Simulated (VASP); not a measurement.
# ZnSe (P6_3/mmc) in VASP: a series of runs

ZnSe is run at these levels: PBE; tasks: single point.

Program: VASP 6.6.1. These are calculated values, not measurements. Logs are shortened: lines on timing, memory, paths and dates and some standing lists are left out, and cuts for length are marked.

## 1. The cell of the first run

The structure is hexagonal, space group P6_3/mmc (No. 194). Conventional cell: a = 3.740 Å, b = 3.740 Å, c = 6.057 Å, α = 90.00°, β = 90.00°, γ = 120.00°. Within 3.5 Å of Zn (site symmetry -3m) lie 6 Se at 2.64 Å and 2 Zn at 3.03 Å. Se (site symmetry -6m2) has 6 Zn at 2.64 Å within 3.5 Å.

## 2. Single point, PBE (volume changed by -6%)

File INCAR:

```
PREC = Accurate
ENCUT = 520
EDIFF = 1E-6
ISMEAR = -1
SIGMA = 0.02
LREAL = False
LASPH = True
NELM = 60
ALGO = Normal
ISIF = 2
LWAVE = False
LCHARG = False
GGA = PE
NBANDS = 26
```

File KPOINTS:

```
Automatic mesh
0
Gamma
  6 6 4
```

File POSCAR:

```
ZnSe
1.0
    3.7402295271      0.0000000000      0.0000000000
   -1.8701147635      3.2391337864      0.0000000000
    0.0000000000      0.0000000000      6.0566466937
Zn Se
2 2
Direct
    0.0000000000      0.0000000000      0.0000000000
    0.0000000000      0.0000000000      0.5000000000
    0.3333333333      0.6666666667      0.2500000000
    0.6666666667      0.3333333333      0.7500000000
```

Potentials or basis: VASP PAW PBE potentials, release 64 (Zn, Se).

Command:

```sh
cat potpaw_PBE.64/Zn/POTCAR potpaw_PBE.64/Se/POTCAR > POTCAR
mpirun -np 1 vasp_std > vasp.out
```

OUTCAR:

```text
PREC = Accurate
   ENCUT = 520
   EDIFF = 1E-6
   ISMEAR = -1
   LREAL = False
   LASPH = True
   NELM = 60
   ISIF = 2
   GGA = PE

 ion  position               nearest neighbor table
   1  0.000  0.000  0.000-   3 2.64   4 2.64   3 2.64   4 2.64   4 2.64   3 2.64   2 3.03   2 3.03

   2  0.000  0.000  0.500-   3 2.64   4 2.64   3 2.64   4 2.64   4 2.64   3 2.64   1 3.03   1 3.03

   3  0.333  0.667  0.250-   1 2.64   2 2.64   1 2.64   2 2.64   1 2.64   2 2.64
   4  0.667  0.333  0.750-   1 2.64   2 2.64   1 2.64   2 2.64   1 2.64   2 2.64

  LATTYP: Found a hexagonal cell.
 ALAT       =     3.7402295271
 C/A-ratio  =     1.6193248703

  Lattice vectors:

 A1 = (   3.7402295271,   0.0000000000,   0.0000000000)
 A2 = (  -1.8701147635,   3.2391337864,   0.0000000000)
 A3 = (   0.0000000000,   0.0000000000,   6.0566466937)

Analysis of symmetry for initial positions (statically):
=====================================================================
 Subroutine PRICEL returns:
 Original cell was already a primitive cell.

 Routine SETGRP: Setting up the symmetry group for a
 hexagonal supercell.

 Subroutine GETGRP returns: Found 24 space group operations
 (whereof 12 operations were pure point group operations)
 out of a pool of 24 trial point group operations.

The static configuration has the point symmetry D_3d.
 The point group associated with its full space group is D_6h.

Analysis of symmetry for dynamics (positions and initial velocities):
=====================================================================
 Subroutine PRICEL returns:
 Original cell was already a primitive cell.

 Routine SETGRP: Setting up the symmetry group for a
 hexagonal supercell.

 Subroutine GETGRP returns: Found 24 space group operations
 (whereof 12 operations were pure point group operations)
 out of a pool of 24 trial point group operations.

The dynamic configuration has the point symmetry D_3d.
 The point group associated with its full space group is D_6h.

 Subroutine INISYM returns: Found 24 space group operations
 (whereof 12 operations are pure point group operations),
 and found     1 'primitive' translations

----------------------------------------------------------------------------------------

                                     Primitive cell

  volume of cell :      73.3769

  direct lattice vectors                    reciprocal lattice vectors
     3.740229527  0.000000000  0.000000000     0.267363271  0.154362256  0.000000000
    -1.870114763  3.239133786  0.000000000     0.000000000  0.308724513  0.000000000
     0.000000000  0.000000000  6.056646694     0.000000000  0.000000000  0.165107864

  length of vectors
     3.740229527  3.740229527  6.056646694     0.308724513  0.308724513  0.165107864

  position of ions in fractional coordinates (direct lattice)
     0.000000000  0.000000000  0.000000000
     0.000000000  0.000000000  0.500000000
     0.333333333  0.666666667  0.250000000
     0.666666667  0.333333333  0.750000000

  ion indices of the primitive-cell ions
   primitive index   ion index
                 1           1
                 2           2
                 3           3
                 4           4

----------------------------------------------------------------------------------------

 KPOINTS: Automatic mesh

Automatic generation of k-mesh.
 Grid dimensions read from file:
 generate k-points for:    6    6    4

 Generating k-lattice:

  Cartesian coordinates                     Fractional coordinates (reciprocal lattice)
     0.044560545  0.025727043  0.000000000     0.166666667 -0.000000000  0.000000000
     0.000000000  0.051454085  0.000000000     0.000000000  0.166666667  0.000000000
     0.000000000  0.000000000  0.041276966     0.000000000  0.000000000  0.250000000

  Length of vectors
     0.051454085  0.051454085  0.041276966

  Shift w.r.t. Gamma in fractional coordinates (k-lattice)
     0.000000000  0.000000000  0.000000000

 Subroutine IBZKPT returns following result:
 ===========================================

 Found     21 irreducible k-points:

 Following reciprocal coordinates:
            Coordinates               Weight
  0.000000  0.000000  0.000000      1.000000
  0.166667 -0.000000  0.000000      6.000000
  0.333333 -0.000000  0.000000      6.000000
  0.500000 -0.000000  0.000000      3.000000
  0.166667  0.166667  0.000000      6.000000
  0.333333  0.166667  0.000000     12.000000
[... 13 lines left out ...]
  0.333333  0.166667  0.500000     12.000000
  0.333333  0.333333  0.500000      2.000000
   k-points           NKPTS =     21   k-points in BZ     NKDIM =     21   number of bands    NBANDS=     26
   number of dos      NEDOS =    301   number of ions     NIONS =      4
   total plane-waves  NPLWV =  37632
   dimension x,y,z NGX =    28 NGY =   28 NGZ =   48
   dimension x,y,z NGXF=    56 NGYF=   56 NGZF=   96
   ions per type =               2   2
   NGX,Y,Z   is equivalent  to a cutoff of  12.45, 12.45, 13.18 a.u.
   NGXF,Y,Z  is equivalent  to a cutoff of  24.89, 24.89, 26.35 a.u.
 SYSTEM =  unknown system
   PREC   = accura    normal or accurate (medium, high low for compatibility)
   ISTART =      0    job   : 0-new  1-cont  2-samecut
   ICHARG =      2    charge: 1-file 2-atom 10-const
   ISPIN  =      1    spin polarized calculation?
   LNONCOLLINEAR =      F non collinear calculations
   LSORBIT =      F    spin-orbit coupling
   LASPH  =      T    aspherical Exc in radial PAW
   ENCUT  =  520.0 eV  38.22 Ry    6.18 a.u.   6.95  6.95 11.26*2*pi/ulx,y,z
   NELM   =     60;   NELMIN=  2; NELMDL= -5     # of ELM steps
   EDIFF  = 0.1E-05   stopping-criterion for ELM
   LREAL  =      F    real-space projection
   EDIFFG = 0.1E-04   stopping-criterion for IOM
   NSW    =      0    number of steps for IOM
   IBRION =     -1    ionic relax: 0-MD 1-quasi-New 2-CG
   NFREE  =      0    steps in history (QN), initial steepest desc. (CG)
   ISIF   =      2    stress and relaxation
   ISYM   =      2    0-nonsym 1-usesym 2-fastsym
   POTIM  = 0.5000    time-step for ionic-motion
   TEBEG  =    0.0;   TEEND  =   0.0 temperature during run
   PSTRESS=    0.0 pullay stress
   NELECT =      36.0000    total number of electrons
   NUPDOWN=      -1.0000    fix difference up-down
   EMIN   =  10.00;   EMAX   =-10.00  energy-range for DOS
   EFERMI =   0.00;   METHOD = LEGACY
   ISMEAR =    -1;   SIGMA  =   0.02  broadening in eV -4-tet -1-fermi 0-gaus
   EFERMI_NEDOS =   21; number of points for ismear=-14 and -15
   IALGO  =     38    algorithm
   IMIX   =      4    mixing-type and parameters
     AMIX     =   0.40;   BMIX     =  1.00
     AMIX_MAG =   1.60;   BMIX_MAG =  1.00
  volume/ion in A,a.u.               =      18.34       123.79
  Fermi-wavevector in a.u.,A,eV,Ry     =   1.291187  2.439990 22.683148  1.667164
  Thomas-Fermi vector in A             =   2.422973
   LORBIT       =      0    0 simple, 1 ext, 2 COOP (PROOUT), +10 PAW based schemes
   GGA     = PE    functional components
   LHFCALC =     F    Hartree Fock is set to
   AEXX    =    0.0000 exact exchange contribution
   IVDW    =     0    specifies the selected vdW correction
   LEPSILON=     F    determine dielectric tensor
   LRPA    =     F    only Hartree local field effects (RPA)
 non-spin polarized calculation
  energy-cutoff  :      520.00
  volume of cell :       73.38
 maximum number of plane-waves:      1992
 NGX is ok and might be reduce to    28
   NGX = 13   NGY = 13   NGZ = 23

 number of electron      36.0000032 magnetization

 Free energy of the ion-electron system (eV)
  ---------------------------------------------------
  ext. energy  EPLUGINS =         0.00000000
  ---------------------------------------------------
  free energy    TOTEN  =       -10.70311435 eV

  energy without entropy =      -10.70196505  energy(sigma->0) =      -10.70253970

 E-fermi :   3.6781     XC(G=0): -10.6382

 val. band max:        3.6632055363   @ k =   0.1667  -0.0000   0.0000
 cond. band min:       4.3243762243   @ k =   0.0000   0.0000   0.0000
 fundamental gap:      0.6611706880
 Fermi energy:         3.6780567323

 k-point     1 :       0.0000    0.0000    0.0000
  band No.  band energies     occupation
      1     -10.5702      2.00000
      2      -9.0177      2.00000
      3      -3.7330      2.00000
      4      -3.4203      2.00000
      5      -3.4203      2.00000
      6      -3.3413      2.00000
[... 18 lines left out ...]
     25      11.4565      0.00000
     26      11.7162      0.00000

 k-point     2 :       0.1667   -0.0000    0.0000
  band No.  band energies     occupation
      1     -10.3069      2.00000
      2      -8.9253      2.00000
      3      -3.4963      2.00000
      4      -3.4092      2.00000
      5      -3.3501      2.00000
      6      -3.3143      2.00000
[... 18 lines left out ...]
     25      11.0642      0.00000
     26      11.9528      0.00000

 k-point     3 :       0.3333   -0.0000    0.0000
  band No.  band energies     occupation
      1      -9.6311      2.00000
      2      -8.7757      2.00000
      3      -3.5054      2.00000
      4      -3.4198      2.00000
      5      -3.3357      2.00000
      6      -3.2533      2.00000
[... 18 lines left out ...]
     25      12.2227      0.00000
     26      13.1310      0.00000

 k-point     4 :       0.5000   -0.0000    0.0000
  band No.  band energies     occupation
      1      -9.0417      2.00000
      2      -8.8645      2.00000
      3      -3.8649      2.00000
      4      -3.4374      2.00000
      5      -3.3846      2.00000
      6      -3.2769      2.00000
[... 18 lines left out ...]
     25      12.4788      0.00000
     26      14.9502      0.00000
[... 409 lines left out ...]
      1      -9.3644      2.00000
      2      -9.3644      2.00000
      3      -3.3905      2.00000
      4      -3.3905      2.00000
      5      -3.2642      2.00000
      6      -3.2642      2.00000
[... 18 lines left out ...]
     25      12.1767      0.00000
     26      12.1767      0.00000

 k-point    20 :       0.3333    0.1667    0.5000
  band No.  band energies     occupation
      1      -8.9480      2.00000
      2      -8.9480      2.00000
      3      -3.3557      2.00000
      4      -3.3557      2.00000
      5      -3.2843      2.00000
      6      -3.2843      2.00000
[... 18 lines left out ...]
     25      13.3380      0.00000
     26      13.3380      0.00000

 k-point    21 :       0.3333    0.3333    0.5000
  band No.  band energies     occupation
      1      -8.8003      2.00000
      2      -8.8003      2.00000
      3      -3.3779      2.00000
      4      -3.3779      2.00000
      5      -3.1813      2.00000
      6      -3.1813      2.00000
[... 18 lines left out ...]
     25      13.1937      0.00000
     26      13.1937      0.00000

------------------------ aborting loop because EDIFF is reached ----------------------------------------

  FORCE on cell =-STRESS in cart. coord.  units (eV):
  Direction    XX          YY          ZZ          XY          YZ          ZX
  --------------------------------------------------------------------------------------
  -------------------------------------------------------------------------------------
  Total        2.4060664      2.4060664      2.4935327      0.0000000      0.0000000     -0.0000000
  in kB       52.5362187     52.5362187     54.4460367      0.0000000      0.0000000     -0.0000000
  external PRESSURE =      53.1728247 kB  Pullay stress =       0.0000000 kB

 VOLUME and BASIS-vectors are now :
 -----------------------------------------------------------------------------
  energy-cutoff  :      520.00
  volume of cell :       73.38
      direct lattice vectors                 reciprocal lattice vectors
     3.740229527  0.000000000  0.000000000     0.267363271  0.154362256  0.000000000
    -1.870114763  3.239133786  0.000000000     0.000000000  0.308724513  0.000000000
     0.000000000  0.000000000  6.056646694     0.000000000  0.000000000  0.165107864

 POSITION                                       TOTAL-FORCE (eV/Angst)
 -----------------------------------------------------------------------------------
      0.00000      0.00000      0.00000         0.000000      0.000000      0.000000
      0.00000      0.00000      3.02832         0.000000      0.000000      0.000000
     -0.00000      2.15942      1.51416        -0.000000      0.000000     -0.000000
      1.87011      1.07971      4.54249        -0.000000      0.000000     -0.000000
 -----------------------------------------------------------------------------------
    total drift:                               -0.000000      0.000000      0.000000

  FREE ENERGIE OF THE ION-ELECTRON SYSTEM (eV)
  ---------------------------------------------------
  free  energy   TOTEN  =       -10.7031143543 eV

  energy  without entropy=      -10.7019650473  energy(sigma->0) =      -10.70253970
```

Run time: 32 s. Hardware: 1 thread of Intel Xeon Platinum 8259CL at 2.50GHz (Skylake/Cascade Lake), shared host; peak memory 0.2 GiB.

Results:

| Property | Result |
| --- | --- |
| Free energy | -10.7031 eV |
| Pressure | 5.3 GPa |
| Band gap on the k mesh | zero (band 18 reaches 3.66 eV, above the bottom of band 19 at 3.21 eV) |

Levels at points of the mesh, in eV from the Fermi level:
| k point | band 16 | band 17 | band 18 | band 19 | band 20 | band 21 |
| --- | --- | --- | --- | --- | --- | --- |
| (0.00, 0.00, 0.00) | -0.45 | -0.20 | -0.20 | 0.65 | 2.95 | 6.02 |
| (0.50, 0.00, 0.00) | -2.72 | -2.46 | -0.16 | 2.10 | 2.77 | 3.41 |
| (0.00, 0.00, 0.50) | -0.41 | -0.41 | -0.41 | 2.93 | 2.93 | 6.05 |
| (0.50, 0.00, 0.50) | -1.72 | -1.67 | -1.67 | 1.48 | 1.48 | 4.93 |

## 3. Single point, PBE (volume changed by -3%)

File INCAR:

```
SYSTEM = ZnSe
ALGO = Normal ; EDIFF = 1E-6
ENCUT = 520 ; GGA = PE
ISIF = 2 ; ISMEAR = -1
LASPH = .True. ; LCHARG = .True.
LELF = .True. ; LREAL = .False.
LVHAR = .True. ; LWAVE = .False.
NBANDS = 26 ; NELM = 80
PREC = Accurate ; SIGMA = 0.02
```

File KPOINTS:

```
k-points
0
Gamma
  6 6 4
  0 0 0
```

File POSCAR:

```
ZnSe
1.0
    3.7796032577      0.0000000000      0.0000000000
   -1.8898016288      3.2732324374      0.0000000000
    0.0000000000      0.0000000000      6.1204055548
Zn Se
2 2
Direct
    0.0000000000      0.0000000000      0.0000000000
    0.0000000000      0.0000000000      0.5000000000
    0.3333333333      0.6666666667      0.2500000000
    0.6666666667      0.3333333333      0.7500000000
```

Potentials or basis: VASP PAW PBE potentials, release 64 (Zn, Se).

Command:

```sh
cat potpaw_PBE.64/Zn/POTCAR potpaw_PBE.64/Se/POTCAR > POTCAR
mpirun -np 1 vasp_std > vasp.out
```

OUTCAR:

```text
SYSTEM = ZnSe
   EDIFF = 1E-6
   ENCUT = 520
   GGA = PE
   ISIF = 2
   ISMEAR = -1
   LASPH = .True.
   LREAL = .False.
   NELM = 80
   PREC = Accurate

 ion  position               nearest neighbor table
   1  0.000  0.000  0.000-   3 2.67   4 2.67   3 2.67   4 2.67   4 2.67   3 2.67
   2  0.000  0.000  0.500-   3 2.67   4 2.67   3 2.67   4 2.67   4 2.67   3 2.67
   3  0.333  0.667  0.250-   1 2.67   2 2.67   1 2.67   2 2.67   1 2.67   2 2.67
   4  0.667  0.333  0.750-   1 2.67   2 2.67   1 2.67   2 2.67   1 2.67   2 2.67

  LATTYP: Found a hexagonal cell.
 ALAT       =     3.7796032577
 C/A-ratio  =     1.6193248702

  Lattice vectors:

 A1 = (   3.7796032577,   0.0000000000,   0.0000000000)
 A2 = (  -1.8898016288,   3.2732324374,   0.0000000000)
 A3 = (   0.0000000000,   0.0000000000,   6.1204055548)

Analysis of symmetry for initial positions (statically):
=====================================================================
 Subroutine PRICEL returns:
 Original cell was already a primitive cell.

 Routine SETGRP: Setting up the symmetry group for a
 hexagonal supercell.

 Subroutine GETGRP returns: Found 24 space group operations
[... 166 lines left out ...]
 E-fermi :   3.3604     XC(G=0): -10.4868

 val. band max:        3.3454255119   @ k =   0.1667   0.0000   0.0000
 cond. band min:       3.8235428713   @ k =   0.0000   0.0000   0.0000
 fundamental gap:      0.4781173593
 Fermi energy:         3.3603537048

 k-point     1 :       0.0000    0.0000    0.0000
  band No.  band energies     occupation
      1     -10.6432      2.00000
      2      -9.1900      2.00000
      3      -3.8588      2.00000
      4      -3.6298      2.00000
      5      -3.6298      2.00000
      6      -3.5600      2.00000
[... 598 lines left out ...]
     25      12.8182      0.00000
     26      12.8182      0.00000

------------------------ aborting loop because EDIFF is reached ----------------------------------------

  FORCE on cell =-STRESS in cart. coord.  units (eV):
  Direction    XX          YY          ZZ          XY          YZ          ZX
  --------------------------------------------------------------------------------------
  -------------------------------------------------------------------------------------
  Total        1.1959914      1.1959914      1.2194975      0.0000000      0.0000000     -0.0000000
  in kB       25.3066916     25.3066916     25.8040713      0.0000000      0.0000000     -0.0000000
  external PRESSURE =      25.4724848 kB  Pullay stress =       0.0000000 kB

 VOLUME and BASIS-vectors are now :
 -----------------------------------------------------------------------------
  energy-cutoff  :      520.00
  volume of cell :       75.72
      direct lattice vectors                 reciprocal lattice vectors
     3.779603258  0.000000000  0.000000000     0.264578034  0.152754199  0.000000000
    -1.889801629  3.273232437  0.000000000     0.000000000  0.305508399  0.000000000
     0.000000000  0.000000000  6.120405555     0.000000000  0.000000000  0.163387866

 POSITION                                       TOTAL-FORCE (eV/Angst)
 -----------------------------------------------------------------------------------
      0.00000      0.00000      0.00000        -0.000000      0.000000      0.000000
      0.00000      0.00000      3.06020        -0.000000      0.000000      0.000000
     -0.00000      2.18215      1.53010         0.000000      0.000000      0.000000
      1.88980      1.09108      4.59030        -0.000000     -0.000000     -0.000000
 -----------------------------------------------------------------------------------
    total drift:                               -0.000000     -0.000000      0.000000

  FREE ENERGIE OF THE ION-ELECTRON SYSTEM (eV)
  ---------------------------------------------------
  free  energy   TOTEN  =       -10.7602266578 eV

  energy  without entropy=      -10.7590718369  energy(sigma->0) =      -10.75964925
```

OSZICAR:

```text
N       E                     dE             d eps       ncg     rms          rms(c)
DAV:   1     0.230820824240E+03    0.23082E+03   -0.17141E+04  1092   0.169E+03
DAV:   2     0.997714846696E+01   -0.22084E+03   -0.21154E+03  1124   0.343E+02
DAV:   3    -0.110146858184E+02   -0.20992E+02   -0.20662E+02  1326   0.103E+02
DAV:   4    -0.114353204090E+02   -0.42063E+00   -0.41992E+00  1258   0.141E+01
DAV:   5    -0.114376728598E+02   -0.23525E-02   -0.23519E-02  1264   0.112E+00    0.676E+00
DAV:   6    -0.107911008416E+02    0.64657E+00   -0.13821E+00  1450   0.287E+01    0.528E+00
DAV:   7    -0.107632349554E+02    0.27866E-01   -0.58320E-01  1210   0.506E+00    0.216E+00
DAV:   8    -0.107607004723E+02    0.25345E-02   -0.11878E-02  1180   0.107E+00    0.555E-01
DAV:   9    -0.107601857305E+02    0.51474E-03   -0.29139E-03  1364   0.918E-01    0.821E-02
DAV:  10    -0.107602111797E+02   -0.25449E-04   -0.49588E-04  1416   0.340E-01    0.301E-02
DAV:  11    -0.107602261354E+02   -0.14956E-04   -0.81941E-05  1158   0.986E-02    0.772E-03
DAV:  12    -0.107602276251E+02   -0.14898E-05   -0.19439E-05  1626   0.371E-02    0.548E-03
DAV:  13    -0.107602266578E+02    0.96737E-06   -0.49536E-06  1134   0.270E-02
   1 F= -.10760227E+02 E0= -.10759649E+02  d E =-.115482E-02
```

stdout:

```text
POSCAR found type information on POSCAR ZnSe
 POSCAR found :  2 types and       4 ions
 scaLAPACK will be used
 LDA part: xc-table for (Slater+PW92), standard interpolation
 POSCAR, INCAR and KPOINTS ok, starting setup
 FFT: planning ... GRIDC
 FFT: planning ... GRID_SOFT
 FFT: planning ... GRID
 WAVECAR not read
 entering main loop
```

Wall time 30 s (1 thread of Intel Xeon Platinum 8259CL at 2.50GHz (Skylake/Cascade Lake), shared host); peak memory 0.2 GiB.

Results:

```
Free energy            : -10.7602 eV
Pressure               : 2.5 GPa
Band gap on the k mesh : zero (band 18 reaches 3.35 eV, above the bottom of band 19 at 2.92 eV)
```
